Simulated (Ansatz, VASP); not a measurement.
# Two plane-wave programs on Pt

File POSCAR:

```
Pt
1.0
    0.0000000000      1.9715751809      1.9715751809
    1.9715751809      0.0000000000      1.9715751809
    1.9715751809      1.9715751809      0.0000000000
Pt
1
Direct
    0.0000000000      0.0000000000      0.0000000000
```

Contents of INCAR.step1:

```
PREC     = Accurate       # precision mode
ENCUT    = 600            # plane-wave cutoff, eV
ISMEAR   = 0              # smearing method
SIGMA    = 0.1            # smearing width, eV
LREAL    = F              # projectors in reciprocal space
LASPH    = T              # aspherical terms in the spheres
NELM     = 80             # most SCF steps
GGA      = PE             # functional
ALGO     = Normal         # electronic algorithm
EDIFF    = 1E-4           # SCF threshold, eV
LWAVE    = T              # write WAVECAR
LCHARG   = F              # write CHGCAR
```

File INCAR.step2:

```
PREC     = Accurate       # precision mode
ENCUT    = 600            # plane-wave cutoff, eV
EDIFF    = 1E-6           # SCF threshold, eV
ISMEAR   = 0              # smearing method
SIGMA    = 0.1            # smearing width, eV
LREAL    = F              # projectors in reciprocal space
LASPH    = T              # aspherical terms in the spheres
NELM     = 80             # most SCF steps
ALGO     = Normal         # electronic algorithm
ISIF     = 3              # what is computed and relaxed
LWAVE    = F              # write WAVECAR
LCHARG   = F              # write CHGCAR
METAGGA  = R2SCAN         # meta-GGA
LMIXTAU  = T            
IBRION   = 2              # ionic algorithm
NSW      = 100            # ionic steps
EDIFFG   = -0.005         # ionic threshold
ISTART   = 1
```

KPOINTS

```
Automatic mesh
0
Gamma
  18 18 18
```

Input for Ansatz:

```yaml
crystal:
  lattice:
    - [0.0, 1.9715751809, 1.9715751809]
    - [1.9715751809, 0.0, 1.9715751809]
    - [1.9715751809, 1.9715751809, 0.0]
  atoms:
    - { symbol: Pt, position: [0.0, 0.0, 0.0] }
basis:
  ecutwfc: 500
kpoints:
  mp_grid: { grid: [18, 18, 18] }
hamiltonian:
  xc: r2scan
scf:
  occupations: { method: gaussian, width: 0.1 }
output:
  forces: true
  stress: true
  eigenvalues: true
relax:
  adjacent_minimum: "off"
  f_tol: 0.005
  max_steps: 80
  cell: { stress_tol: 0.05 }
```

Alike in both runs: task relaxation of cell and atoms; functional r2SCAN; k mesh 18 × 18 × 18; occupations gaussian, width 0.1 eV; no spin polarisation.

|  | VASP | Ansatz |
| --- | --- | --- |
| version | VASP 6.6.1 | Ansatz 0.2.0 |
| potentials or method | VASP PAW PBE potentials, release 64 (Pt), cutoff 600 eV | scalar-relativistic, plane waves, PAW |
| valence electrons in the cell | 10 | 18 |

Ansatz gave:

* gap on the k mesh at the Fermi level, each at its own relaxed structure (eV): none
* relaxed volume (Å³/atom): 15.29
* relaxed cell length with the largest relative difference (Å): 2.786

Question: Estimate VASP's values.

Answer: gap on the k mesh at the Fermi level, each at its own relaxed structure (eV): none; relaxed volume (Å³/atom): 15.33; relaxed cell length with the largest relative difference (Å): 2.789.

VASP's potentials were made for PBE, not for r2SCAN. A gap of «none» marks a metal or a gap that the smearing closes. VASP's potentials hold 10 valence electrons a cell and Ansatz's 18, so a difference there can come from the potentials and not from the codes.

Neither program's run includes spin-orbit coupling.
